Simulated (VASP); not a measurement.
Write the native input for VASP 6.6.1 that does the following.

```yaml
Task: single point
Functional: PBE
Potentials_or_basis: VASP PAW PBE potentials, release 64 (Ga_d, As)
Cutoff: 520 eV
k_mesh: 6 × 6 × 6
Occupations: gaussian, width 0.1 eV
Spin: no spin polarisation
Dipole_correction: no
Further_INCAR_settings: ALGO = Normal; EDIFF = 1e-06; NBANDS = 16
```

The structure of GaAs (qpbe) lies in POSCAR:

```
GaAs
1.0
    0.0000000000      2.8750910500      2.8750910500
    2.8750910500      0.0000000000      2.8750910500
    2.8750910500      2.8750910500      0.0000000000
Ga As
1 1
Direct
    0.0000000000      0.0000000000      0.0000000000
    0.7500000000      0.7500000000      0.7500000000
```

One way to write it, as run:

INCAR

```
SYSTEM = GaAs
PREC = Accurate ; ENCUT = 520
EDIFF = 1E-6 ; ISMEAR = 0
SIGMA = 0.1 ; LREAL = .FALSE.
LASPH = .TRUE. ; NELM = 60
ALGO = Normal ; ISIF = 2
LWAVE = .FALSE. ; LCHARG = .TRUE.
GGA = PE ; LELF = .TRUE.
LVHAR = .TRUE. ; NBANDS = 16
```

KPOINTS

```
regular mesh
0
G
  6 6 6
  0 0 0
```

Potentials or basis: VASP PAW PBE potentials, release 64 (Ga_d, As).

Run with:

```sh
$ cat potpaw_PBE.64/Ga_d/POTCAR potpaw_PBE.64/As/POTCAR > POTCAR
$ mpirun -np 1 vasp_std > vasp.out
```

It gave:

```yaml
Pressure: 0.0 GPa
Band_gap_on_the_k_mesh: 0.14 eV, direct
```

Wall time 14 s on 1 thread of Intel(R) Xeon(R) Platinum 8259CL CPU @ 2.50GHz (Skylake/Cascade Lake) (shared host), peak memory 0.17 GiB.
